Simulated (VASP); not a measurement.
# Cu in VASP: notebook

Runs on Cu. Level: PBE+D3(BJ). Tasks: single point, relaxation of the atoms.

All numbers are computed with VASP 6.6.1; they aren't measurements. Logs are shortened: lines on timing, memory, paths and dates and some standing lists are left out, and cuts for length are marked.

### 1 The cell of the first run

The cell holds a slab with vacuum, 16 atoms: a = 5.039 Å, b = 5.039 Å, c = 21.345 Å, α = 90.00°, β = 90.00°, γ = 90.00°.

### 2 Single point, PBE+D3(BJ)

INCAR

```
SYSTEM = Cu
ALGO = Normal
DIPOL = 0.5 0.5 0.501
EDIFF = 1E-6
ENCUT = 520
GGA = PE
IDIPOL = 3
ISIF = 2
ISMEAR = 0
IVDW = 12
LASPH = .True.
LCHARG = .False.
LDIPOL = .True.
LREAL = Auto
LWAVE = .False.
NBANDS = 102
NELM = 60
PREC = Accurate
SIGMA = 0.1
```

KPOINTS

```
k-points
0
Gamma
  4 4 1
  0 0 0
```

POSCAR

```
Cu
1.0
    5.0393684366      0.0000000000      0.0000000000
    0.0000000000      5.0393684366      0.0000000000
    0.0000000000      0.0000000000     21.3450573916
Cu
16
Direct
    0.2500000000      0.2500000000      0.3747940262
    0.2500000000      0.7500000000      0.3747940262
    0.7500000000      0.2500000000      0.3747940262
    0.7500000000      0.7500000000      0.3747940262
    0.5000000000      0.5000000000      0.4582646754
    0.5000000000      0.0000000000      0.4582646754
    0.0000000000      0.5000000000      0.4582646754
    0.0000000000      0.0000000000      0.4582646754
    0.7500000000      0.7500000000      0.5435007521
    0.7500000000      0.2500000000      0.5435007521
    0.2500000000      0.7500000000      0.5435007521
    0.2500000000      0.2500000000      0.5435007521
    0.0000000000      0.0000000000      0.6263064642
    0.0000000000      0.5000000000      0.6263064642
    0.5000000000      0.0000000000      0.6263064642
    0.5000000000      0.5000000000      0.6263064642
```

Potentials or basis: VASP PAW PBE potentials, release 64 (Cu).

Command:

```
cat potpaw_PBE.64/Cu/POTCAR > POTCAR
mpirun -np 1 vasp_std > vasp.out
```

OUTCAR:

```text
SYSTEM = Cu
   EDIFF = 1E-6
   ENCUT = 520
   GGA = PE
   ISIF = 2
   ISMEAR = 0
   IVDW = 12
   LASPH = .True.
   LREAL = Auto
   NELM = 60
   PREC = Accurate
 IVDW          = 12

 ion  position               nearest neighbor table
   1  0.250  0.250  0.375-   2 2.52   3 2.52   2 2.52   3 2.52   7 2.52   8 2.52   5 2.52   6 2.52

   2  0.250  0.750  0.375-   1 2.52   4 2.52   1 2.52   4 2.52   7 2.52   8 2.52   5 2.52   6 2.52

   3  0.750  0.250  0.375-   1 2.52   4 2.52   4 2.52   1 2.52   7 2.52   8 2.52   5 2.52   6 2.52
[... 23 lines left out ...]
  15  0.500  0.000  0.626-   9 2.51  10 2.51  11 2.51  12 2.51  13 2.52  16 2.52  16 2.52  13 2.52

  16  0.500  0.500  0.626-   9 2.51  10 2.51  11 2.51  12 2.51  14 2.52  15 2.52  15 2.52  14 2.52

  LATTYP: Found a simple tetragonal cell.
 ALAT       =     5.0393684366
 C/A-ratio  =     4.2356612064

  Lattice vectors:

 A1 = (   5.0393684366,   0.0000000000,   0.0000000000)
 A2 = (   0.0000000000,   5.0393684366,   0.0000000000)
 A3 = (   0.0000000000,   0.0000000000,  21.3450573916)

Analysis of symmetry for initial positions (statically):
=====================================================================
 Subroutine PRICEL returns following result:

  LATTYP: Found a simple tetragonal cell.
 ALAT       =     2.5196842183
 C/A-ratio  =     8.4713224128

  Lattice vectors:

 A1 = (   2.5196842183,   0.0000000000,   0.0000000000)
 A2 = (   0.0000000000,   2.5196842183,   0.0000000000)
 A3 = (   0.0000000000,   0.0000000000,  21.3450573916)

   4 primitive cells build up your supercell.

 Routine SETGRP: Setting up the symmetry group for a
 simple tetragonal supercell.

 Subroutine GETGRP returns: Found  8 space group operations
 (whereof  8 operations were pure point group operations)
 out of a pool of 16 trial point group operations.

The static configuration has the point symmetry C_4v.

Analysis of symmetry for dynamics (positions and initial velocities):
=====================================================================
 Subroutine PRICEL returns following result:

  LATTYP: Found a simple tetragonal cell.
 ALAT       =     2.5196842183
 C/A-ratio  =     8.4713224128

  Lattice vectors:

 A1 = (   2.5196842183,   0.0000000000,   0.0000000000)
 A2 = (   0.0000000000,   2.5196842183,   0.0000000000)
 A3 = (   0.0000000000,   0.0000000000,  21.3450573916)

   4 primitive cells build up your supercell.

 Routine SETGRP: Setting up the symmetry group for a
 simple tetragonal supercell.

 Subroutine GETGRP returns: Found  8 space group operations
 (whereof  8 operations were pure point group operations)
 out of a pool of 16 trial point group operations.

The dynamic configuration has the point symmetry C_4v.

 Subroutine INISYM returns: Found  8 space group operations
 (whereof  8 operations are pure point group operations),
 and found     4 'primitive' translations

----------------------------------------------------------------------------------------

                                     Primitive cell

  volume of cell :     135.5157

  direct lattice vectors                    reciprocal lattice vectors
     2.519684218  0.000000000  0.000000000     0.396875129  0.000000000  0.000000000
     0.000000000  2.519684218  0.000000000     0.000000000  0.396875129  0.000000000
     0.000000000  0.000000000 21.345057392     0.000000000  0.000000000  0.046849253

  length of vectors
     2.519684218  2.519684218 21.345057392     0.396875129  0.396875129  0.046849253

  position of ions in fractional coordinates (direct lattice)
     0.500000000  0.500000000  0.374794026
     1.000000000  1.000000000  0.458264675
     0.500000000  0.500000000  0.543500752
     0.000000000  0.000000000  0.626306464

  ion indices of the primitive-cell ions
   primitive index   ion index
                 1           1
                 2           5
                 3          12
                 4          13

----------------------------------------------------------------------------------------

 KPOINTS: k-points

Automatic generation of k-mesh.
 Grid dimensions read from file:
 generate k-points for:    4    4    1

 Generating k-lattice:

  Cartesian coordinates                     Fractional coordinates (reciprocal lattice)
     0.049609391  0.000000000  0.000000000     0.250000000  0.000000000  0.000000000
     0.000000000  0.049609391  0.000000000     0.000000000  0.250000000  0.000000000
     0.000000000  0.000000000  0.046849253     0.000000000  0.000000000  1.000000000

  Length of vectors
     0.049609391  0.049609391  0.046849253

  Shift w.r.t. Gamma in fractional coordinates (k-lattice)
     0.000000000  0.000000000  0.000000000

 Subroutine IBZKPT returns following result:
 ===========================================

 Found      6 irreducible k-points:

 Following reciprocal coordinates:
            Coordinates               Weight
  0.000000  0.000000  0.000000      1.000000
  0.250000  0.000000  0.000000      4.000000
  0.500000  0.000000  0.000000      2.000000
  0.250000  0.250000  0.000000      4.000000
  0.500000  0.250000  0.000000      4.000000
  0.500000  0.500000  0.000000      1.000000
   k-points           NKPTS =      6   k-points in BZ     NKDIM =      6   number of bands    NBANDS=    102
   number of dos      NEDOS =    301   number of ions     NIONS =     16
   total plane-waves  NPLWV = 256000
   dimension x,y,z NGX =    40 NGY =   40 NGZ =  160
   dimension x,y,z NGXF=    80 NGYF=   80 NGZF=  320
   ions per type =              16
   NGX,Y,Z   is equivalent  to a cutoff of  13.20, 13.20, 12.46 a.u.
   NGXF,Y,Z  is equivalent  to a cutoff of  26.39, 26.39, 24.92 a.u.
 SYSTEM =  Cu
   PREC   = accura    normal or accurate (medium, high low for compatibility)
   ISTART =      0    job   : 0-new  1-cont  2-samecut
   ICHARG =      2    charge: 1-file 2-atom 10-const
   ISPIN  =      1    spin polarized calculation?
   LNONCOLLINEAR =      F non collinear calculations
   LSORBIT =      F    spin-orbit coupling
   LASPH  =      T    aspherical Exc in radial PAW
   ENCUT  =  520.0 eV  38.22 Ry    6.18 a.u.   9.37  9.37 39.69*2*pi/ulx,y,z
   NELM   =     60;   NELMIN=  2; NELMDL= -5     # of ELM steps
   EDIFF  = 0.1E-05   stopping-criterion for ELM
   LREAL  =      T    real-space projection
   EDIFFG = 0.1E-04   stopping-criterion for IOM
   NSW    =      0    number of steps for IOM
   IBRION =     -1    ionic relax: 0-MD 1-quasi-New 2-CG
   NFREE  =      0    steps in history (QN), initial steepest desc. (CG)
   ISIF   =      2    stress and relaxation
   ISYM   =      2    0-nonsym 1-usesym 2-fastsym
   POTIM  = 0.5000    time-step for ionic-motion
   TEBEG  =    0.0;   TEEND  =   0.0 temperature during run
   PSTRESS=    0.0 pullay stress
   NELECT =     176.0000    total number of electrons
   NUPDOWN=      -1.0000    fix difference up-down
   EMIN   =  10.00;   EMAX   =-10.00  energy-range for DOS
   EFERMI =   0.00;   METHOD = LEGACY
   ISMEAR =     0;   SIGMA  =   0.10  broadening in eV -4-tet -1-fermi 0-gaus
   EFERMI_NEDOS =   21; number of points for ismear=-14 and -15
   IALGO  =     38    algorithm
   IMIX   =      4    mixing-type and parameters
     AMIX     =   0.40;   BMIX     =  1.00
     AMIX_MAG =   1.60;   BMIX_MAG =  1.00
  volume/ion in A,a.u.               =      33.88       228.63
  Fermi-wavevector in a.u.,A,eV,Ry     =   1.125199  2.126317 17.225955  1.266072
  Thomas-Fermi vector in A             =   2.261874
   LORBIT       =      0    0 simple, 1 ext, 2 COOP (PROOUT), +10 PAW based schemes
   GGA     = PE    functional components
   LHFCALC =     F    Hartree Fock is set to
   AEXX    =    0.0000 exact exchange contribution
   IVDW    =    12    specifies the selected vdW correction
   LEPSILON=     F    determine dielectric tensor
   LRPA    =     F    only Hartree local field effects (RPA)
 non-spin polarized calculation
 Gauss-broadening in eV      SIGMA  =   0.10
  energy-cutoff  :      520.00
  volume of cell :      542.06
 maximum number of plane-waves:     14637
 NGX is ok and might be reduce to    40
   NGX = 19   NGY = 19   NGZ = 79

 dipolmoment           0.000000      0.000000      0.000235 electrons x Angstroem

 number of electron     176.0000011 magnetization

 dipolmoment           0.000000      0.000000     -0.000597 electrons x Angstroem

 Free energy of the ion-electron system (eV)
  ---------------------------------------------------
  ext. energy  EPLUGINS =         0.00000000
  ---------------------------------------------------
  free energy    TOTEN  =       -54.72340293 eV

  energy without entropy =      -54.67306380  energy(sigma->0) =      -54.69823336

 E-fermi :  -0.2335     XC(G=0):  -5.2559

 val. band max:       -0.2553294659   @ k =   0.0000   0.0000   0.0000
 cond. band min:      -0.1659811534   @ k =   0.2500   0.0000   0.0000
 fundamental gap:      0.0893483125
 Fermi energy:        -0.2334616582

 k-point     1 :       0.0000    0.0000    0.0000
  band No.  band energies     occupation
      1      -9.2250      2.00000
      2      -7.5425      2.00000
      3      -5.5497      2.00000
      4      -5.3142      2.00000
      5      -5.3142      2.00000
      6      -5.3012      2.00000
[... 607 lines left out ...]
     99       4.8479      0.00000
    100       4.8479      0.00000
 [bands above 100 left out]

------------------------ aborting loop because EDIFF is reached ----------------------------------------

 vacuum level on the upper side and lower side of the slab       (xc-potential included)        -0.104        -0.100

 Edisp (eV)   -6.69607

 E8    (eV) :    -2.9977

  FORCE on cell =-STRESS in cart. coord.  units (eV):
  Direction    XX          YY          ZZ          XY          YZ          ZX
  --------------------------------------------------------------------------------------
  -------------------------------------------------------------------------------------
  Total      -4.86357    -4.86357    -0.11672     0.00000    -0.00000    -0.00000
  in kB     -14.37528   -14.37528    -0.34498     0.00000    -0.00000    -0.00000
  external pressure =       -9.70 kB  Pullay stress =        0.00 kB

 VOLUME and BASIS-vectors are now :
 -----------------------------------------------------------------------------
  energy-cutoff  :      520.00
  volume of cell :      542.06
      direct lattice vectors                 reciprocal lattice vectors
     5.039368437  0.000000000  0.000000000     0.198437565  0.000000000  0.000000000
     0.000000000  5.039368437  0.000000000     0.000000000  0.198437565  0.000000000
     0.000000000  0.000000000 21.345057392     0.000000000  0.000000000  0.046849253

 POSITION                                       TOTAL-FORCE (eV/Angst)
 -----------------------------------------------------------------------------------
      1.25984      1.25984      8.00000         0.000000     -0.000000      0.038190
      1.25984      3.77953      8.00000        -0.000000      0.000000      0.038190
      3.77953      1.25984      8.00000         0.000000      0.000000      0.038190
      3.77953      3.77953      8.00000         0.000000     -0.000000      0.038190
      2.51968      2.51968      9.78169        -0.000000      0.000000     -0.061095
      2.51968      0.00000      9.78169        -0.000000     -0.000000     -0.061095
[... 8 lines left out ...]
      2.51968      0.00000     13.36855         0.000000      0.000000      0.023246
      2.51968      2.51968     13.36855         0.000000      0.000000      0.023246
 -----------------------------------------------------------------------------------
    total drift:                               -0.000000      0.000000      0.004756

  FREE ENERGIE OF THE ION-ELECTRON SYSTEM (eV)
  ---------------------------------------------------
  free  energy   TOTEN  =       -61.4194692877 eV

  energy  without entropy=      -61.3691301615  energy(sigma->0) =      -61.39429972

 vacuum level on the upper side and lower side of the slab         4.167         4.173
```

Wall time 9.4 min (1 thread of Intel Xeon Platinum 8488C (Sapphire Rapids), shared host); peak memory 0.62 GiB.

What came out:

```
Free energy                : -61.4195 eV
Largest force              : 0.061 eV/Å
Band gap on the k mesh     : zero (bands 88 and 89 overlap by 0.92 eV)
Dispersion energy per atom : -0.419 eV
```

Forces in eV/Å, atoms in the order of the input:
```
Cu   0.000  0.000  0.038
Cu   0.000  0.000  0.038
Cu   0.000  0.000  0.038
Cu   0.000  0.000  0.038
Cu   0.000  0.000 -0.061
Cu   0.000  0.000 -0.061
Cu   0.000  0.000 -0.061
Cu   0.000  0.000 -0.061
Cu   0.000  0.000  0.000
Cu   0.000  0.000  0.000
Cu   0.000  0.000  0.000
Cu   0.000  0.000  0.000
Cu   0.000  0.000  0.023
Cu   0.000  0.000  0.023
Cu   0.000  0.000  0.023
Cu   0.000  0.000  0.023
```

Levels at points of the mesh, in eV from the Fermi level:
```csv
k point,band 85,band 86,band 87,band 88,band 89,band 90,band 91,band 92
"(0.00, 0.00, 0.00)",-0.34,-0.34,-0.34,-0.34,-0.03,-0.03,-0.02,-0.02
"(0.50, 0.00, 0.00)",-1.08,-1.08,0.80,0.80,0.80,0.80,1.27,1.27
"(0.50, 0.50, 0.00)",-1.17,-1.17,-1.17,-1.17,0.33,0.33,0.33,0.33
```

### 3 Relaxation of the atoms, PBE+D3(BJ)

INCAR

```
PREC = Accurate
ENCUT = 520
EDIFF = 1E-6
ISMEAR = 0
SIGMA = 0.1
LREAL = Auto
LASPH = T
NELM = 100
ALGO = Normal
ISIF = 2
LWAVE = F
LCHARG = F
LDIPOL = T
IDIPOL = 3
DIPOL = 0.5 0.5 0.500
GGA = PE
IVDW = 12
IBRION = 2
NSW = 90
EDIFFG = -0.03
LUSENCCL = F
```

KPOINTS

```
regular mesh
0
Gamma
  4 4 1
```

POSCAR

```
Cu
1.0
    5.0393684366      0.0000000000      0.0000000000
    0.0000000000      5.0393684366      0.0000000000
    0.0000000000      0.0000000000     21.3450573916
Cu
16
Selective dynamics
Direct
    0.2500000000      0.2500000000      0.3747940262  F F F
    0.2500000000      0.7500000000      0.3747940262  F F F
    0.7500000000      0.2500000000      0.3747940262  F F F
    0.7500000000      0.7500000000      0.3747940262  F F F
    0.5000000000      0.5000000000      0.4582646754  F F F
    0.5000000000      0.0000000000      0.4582646754  F F F
    0.0000000000      0.5000000000      0.4582646754  F F F
    0.0000000000      0.0000000000      0.4582646754  F F F
    0.7500000000      0.7500000000      0.5417353246  T T T
    0.7500000000      0.2500000000      0.5417353246  T T T
    0.2500000000      0.7500000000      0.5417353246  T T T
    0.2500000000      0.2500000000      0.5417353246  T T T
    0.0000000000      0.0000000000      0.6252059738  T T T
    0.0000000000      0.5000000000      0.6252059738  T T T
    0.5000000000      0.0000000000      0.6252059738  T T T
    0.5000000000      0.5000000000      0.6252059738  T T T
```

Potentials or basis: VASP PAW PBE potentials, release 64 (Cu).

Command:

```
cat potpaw_PBE.64/Cu/POTCAR > POTCAR
mpirun -np 1 vasp_std > vasp.out
```

Run time: 9.1 min. Hardware: 1 × NVIDIA H100 80GB with 1 thread of AMD EPYC 7R13 (Zen 3), shared host; peak memory 1.6 GiB.

It converged, with:

```yaml
Free_energy: -61.4197 eV
Energy_gained_by_relaxing: 1.0 meV/atom
Ionic_steps: 6
Band_gap_on_the_k_mesh: zero (bands 88 and 89 overlap by 0.93 eV)
Dispersion_energy_per_atom: -0.418 eV
```

The path:
| step | energy change (eV) | largest force on free atoms (eV/Å) | pressure (GPa) |
| --- | --- | --- | --- |
| 1 | 0.0000 | 0.2209 | -0.78 |
| 2 | -0.0074 | 0.1232 | -0.76 |
| 3 | -0.0103 | 0.0781 | -0.75 |
| 4 | -0.0117 | 0.0685 | -0.81 |
| 5 | -0.0147 | 0.0394 | -0.90 |
| 6 | -0.0162 | 0.0150 | -1.08 |

Final structure:
```yaml
crystal:
  lattice:
    - [5.03937, 0.00000, 0.00000]
    - [0.00000, 5.03937, 0.00000]
    - [0.00000, 0.00000, 21.34506]
  atoms:
    - { symbol: Cu, position: [0.25000, 0.25000, 0.37479] }
    - { symbol: Cu, position: [0.25000, 0.75000, 0.37479] }
    - { symbol: Cu, position: [0.75000, 0.25000, 0.37479] }
    - { symbol: Cu, position: [0.75000, 0.75000, 0.37479] }
    - { symbol: Cu, position: [0.50000, 0.50000, 0.45826] }
    - { symbol: Cu, position: [0.50000, 0.00000, 0.45826] }
    - { symbol: Cu, position: [0.00000, 0.50000, 0.45826] }
    - { symbol: Cu, position: [0.00000, 0.00000, 0.45826] }
    - { symbol: Cu, position: [0.75000, 0.75000, 0.54389] }
    - { symbol: Cu, position: [0.75000, 0.25000, 0.54389] }
    - { symbol: Cu, position: [0.25000, 0.75000, 0.54389] }
    - { symbol: Cu, position: [0.25000, 0.25000, 0.54389] }
    - { symbol: Cu, position: [0.00000, 0.00000, 0.62710] }
    - { symbol: Cu, position: [0.00000, 0.50000, 0.62710] }
    - { symbol: Cu, position: [0.50000, 0.00000, 0.62710] }
    - { symbol: Cu, position: [0.50000, 0.50000, 0.62710] }
```

Levels at points of the mesh, in eV from the Fermi level:
| k point | band 84 | band 85 | band 86 | band 87 | band 88 | band 89 | band 90 | band 91 | band 92 | band 93 |
| --- | --- | --- | --- | --- | --- | --- | --- | --- | --- | --- |
| (0.00, 0.00, 0.00) | -0.54 | -0.33 | -0.33 | -0.33 | -0.33 | -0.02 | -0.02 | -0.02 | -0.02 | 1.03 |
| (0.50, 0.00, 0.00) | -1.53 | -1.08 | -1.08 | 0.80 | 0.80 | 0.80 | 0.80 | 1.26 | 1.26 | 2.03 |
| (0.50, 0.50, 0.00) | -1.57 | -1.17 | -1.17 | -1.17 | -1.17 | 0.33 | 0.33 | 0.33 | 0.33 | 2.81 |

### 4 Single point, PBE+D3(BJ)

INCAR

```
SYSTEM = Cu
ALGO = Normal
DIPOL = 0.5 0.5 0.501
EDIFF = 1E-6
ENCUT = 520
GGA = PE
IDIPOL = 3
ISIF = 2
ISMEAR = 0
IVDW = 12
LASPH = .True.
LCHARG = .False.
LDIPOL = .True.
LREAL = Auto
LWAVE = .False.
NBANDS = 102
NELM = 60
PREC = Accurate
SIGMA = 0.1
```

KPOINTS

```
k-points
0
Gamma
  4 4 1
  0 0 0
```

POSCAR

```
Cu
1.0
    5.0393684365      0.0000000000      0.0000000000
    0.0000000000      5.0393684365      0.0000000000
    0.0000000000      0.0000000000     21.3450573915
Cu
16
Direct
    0.2500000000      0.2500000000      0.3747940262
    0.2500000000      0.7500000000      0.3747940262
    0.7500000000      0.2500000000      0.3747940262
    0.7500000000      0.7500000000      0.3747940262
    0.5000000000      0.5000000000      0.4582646754
    0.5000000000      0.0000000000      0.4582646754
    0.0000000000      0.5000000000      0.4582646754
    0.0000000000      0.0000000000      0.4582646754
    0.7500000000      0.7500000000      0.5435007472
    0.7500000000      0.2500000000      0.5435007472
    0.2500000000      0.7500000000      0.5435007472
    0.2500000000      0.2500000000      0.5435007472
    0.0000000000      0.0000000000      0.6263064442
    0.0000000000      0.5000000000      0.6263064442
    0.5000000000      0.0000000000      0.6263064442
    0.5000000000      0.5000000000      0.6263064442
```

Command:

```
cat potpaw_PBE.64/Cu/POTCAR > POTCAR
mpirun -np 1 vasp_std > vasp.out
```

It took 10 min on 1 thread of Intel Xeon 6975P-C (Granite Rapids), shared host; peak memory 0.61 GiB.

Results (log left out):

```yaml
Free_energy: -61.4195 eV
Largest_force: 0.061 eV/Å
Band_gap_on_the_k_mesh: zero (bands 88 and 89 overlap by 0.92 eV)
Dispersion_energy_per_atom: -0.419 eV
```

Forces in eV/Å, atoms in the order of the input:
```
Cu   0.000  0.000  0.038
Cu   0.000  0.000  0.038
Cu   0.000  0.000  0.038
Cu   0.000  0.000  0.038
Cu   0.000  0.000 -0.061
Cu   0.000  0.000 -0.061
Cu   0.000  0.000 -0.061
Cu   0.000  0.000 -0.061
Cu   0.000  0.000  0.000
Cu   0.000  0.000  0.000
Cu   0.000  0.000  0.000
Cu   0.000  0.000  0.000
Cu   0.000  0.000  0.023
Cu   0.000  0.000  0.023
Cu   0.000  0.000  0.023
Cu   0.000  0.000  0.023
```

Levels at points of the mesh, in eV from the Fermi level:
| k point | band 85 | band 86 | band 87 | band 88 | band 89 | band 90 | band 91 | band 92 |
| --- | --- | --- | --- | --- | --- | --- | --- | --- |
| (0.00, 0.00, 0.00) | -0.34 | -0.34 | -0.34 | -0.34 | -0.03 | -0.03 | -0.02 | -0.02 |
| (0.50, 0.00, 0.00) | -1.08 | -1.08 | 0.80 | 0.80 | 0.80 | 0.80 | 1.27 | 1.27 |
| (0.50, 0.50, 0.00) | -1.17 | -1.17 | -1.17 | -1.17 | 0.33 | 0.33 | 0.33 | 0.33 |

[end of part 1 of 2]

The gap in the log of VASP goes by the Fermi energy; the results here count the filled bands.